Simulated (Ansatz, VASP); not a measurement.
## Ag in VASP and in Ansatz

Contents of INCAR:

```
SYSTEM = Ag
  ALGO = Normal
  EDIFF = 1E-6
  ENCUT = 500
  GGA = PE
  GGA_COMPAT = .False.
  ISIF = 2
  ISMEAR = 0
  IVDW = 12
  LASPH = .True.
  LCHARG = .False.
  LREAL = .False.
  LWAVE = .False.
  NBANDS = 18
  NELM = 120
  PREC = Accurate
  SIGMA = 0.1
```

File KPOINTS:

```
k-points
0
Gamma
  4 4 4
  0 0 0
```

The input POSCAR:

```
Ag
1.0
    0.0000000000      3.1559771700      3.7974911500
    3.1401881200      0.0000000000      3.7974911500
    3.1401881200      3.1559771700      0.0000000000
Ag
2
Direct
    0.2488485100      0.2488485100      0.7511514900
    0.7511514900      0.7511514900      0.2488485100
```

Input for Ansatz:

```yaml
crystal:
  lattice:
    - [0.0, 3.15597717, 3.79749115]
    - [3.14018812, 0.0, 3.79749115]
    - [3.14018812, 3.15597717, 0.0]
  atoms:
    - { symbol: Ag, position: [0.24884851, 0.24884851, 0.75115149] }
    - { symbol: Ag, position: [0.75115149, 0.75115149, 0.24884851] }
basis:
  ecutwfc: 420
kpoints:
  mp_grid: { grid: [4, 4, 4] }
hamiltonian:
  xc: pbe
  dispersion: d3bj
scf:
  occupations: { method: gaussian, width: 0.1 }
  lower_state_search: "off"
output:
  forces: true
  stress: true
  eigenvalues: true
```

Alike in both runs: task single point; functional PBE; dispersion D3(BJ); k mesh 4 × 4 × 4; occupations gaussian, width 0.1 eV; no spin polarisation.

|  | VASP | Ansatz |
| --- | --- | --- |
| version | VASP 6.6.1 | Ansatz 0.2.0 |
| potentials or method | VASP PAW PBE potentials, release 64 (Ag), cutoff 500 eV | scalar-relativistic, plane waves, PAW |
| valence electrons in the cell | 22 | 38 |

```tsv
	VASP	Ansatz	Ansatz less VASP
gap on the k mesh at the Fermi level (eV)	none	none	-
pressure (GPa)	-7.7	-7.7	-0.01
traceless stress, the component that is largest in VASP (GPa)	2.19	2.19	+0.006
```

A gap of «none» marks a metal or a gap that the smearing closes. VASP's potentials hold 22 valence electrons a cell and Ansatz's 38, so a difference there can come from the potentials and not from the codes.

The k mesh is coarse, so the values compare programs but aren't converged.
